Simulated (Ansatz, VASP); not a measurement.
## CsRb in VASP and in Ansatz

```
CELL_PARAMETERS angstrom
2.94673 -4.12556 0.00000
2.94673 4.12556 0.00000
0.00000 0.00000 8.13824
ATOMIC_POSITIONS crystal
Cs 0.00000 0.00000 0.00000
Rb 0.50000 0.50000 0.50000
```

Change from the starting cell: strain -0.030 along x and y, -0.030 along z, atoms carried along.

Alike in both runs: task single point; functional LDA; k mesh 10 × 10 × 6; occupations gaussian, width 0.15 eV; no spin polarisation.

```csv
,VASP,Ansatz
version,VASP 6.6.1,Ansatz 0.2.0
potentials or method,"VASP PAW LDA potentials, release 64 (Cs_sv, Rb_sv), cutoff 520 eV","scalar-relativistic, plane waves, PAW"
valence electrons in the cell,18,18
```

```tsv
	VASP	Ansatz	Ansatz less VASP
gap on the k mesh at the Fermi level (eV)	none	none	-
pressure (GPa)	-0.3	-0.3	+0.01
```

LDA's correlation is that of Perdew and Zunger in VASP and of Perdew and Wang (1992) in Ansatz. A gap of «none» marks a metal or a gap that the smearing closes.

Spin-orbit coupling is off throughout.
